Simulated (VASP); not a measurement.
# Re: single point with LDA

Re:

```
CELL_PARAMETERS angstrom
2.53949 0.00000 0.00000
0.00000 2.53949 0.00000
0.00000 0.00000 2.53949
ATOMIC_POSITIONS crystal
Re 0.00000 0.00000 0.00000
```

This isn't the form of Re at room conditions, which is hcp.

```yaml
Program: VASP 6.6.1
Task: single point
Functional: LDA
Potentials_or_basis: VASP PAW LDA potentials, release 64 (Re)
Cutoff: 520 eV
k_mesh: 20 × 20 × 20
Occupations: fermi-dirac, width 0.1 eV
Spin: no spin polarisation
Dipole_correction: no
Further_INCAR_settings: ALGO = Normal; EDIFF = 1e-07; NBANDS = 10
```

The pressure is 0.0 GPa. The band gap on the k mesh is zero (an odd number of electrons rules out a gap without spin polarisation).

Levels at points of the mesh, in eV from the Fermi level:
| k point | band 1 | band 2 | band 3 | band 4 | band 5 | band 6 |
| --- | --- | --- | --- | --- | --- | --- |
| (0.00, 0.00, 0.00) | -9.43 | -5.63 | -5.63 | 3.72 | 3.72 | 3.72 |
| (0.50, 0.00, 0.00) | -5.96 | -4.65 | -0.96 | -0.15 | -0.15 | 4.13 |
| (0.50, 0.50, 0.00) | -6.72 | -4.00 | 0.61 | 0.61 | 4.94 | 4.94 |
| (0.50, 0.50, 0.50) | -5.07 | -5.07 | -5.07 | 6.84 | 6.84 | 7.90 |

Run time: 48 s on 1 thread of Intel Xeon 8259CL, with other jobs on the host, peak memory 0.16 GiB.

Caveat: spin-orbit coupling is left out, which moves the levels of the heavy elements.
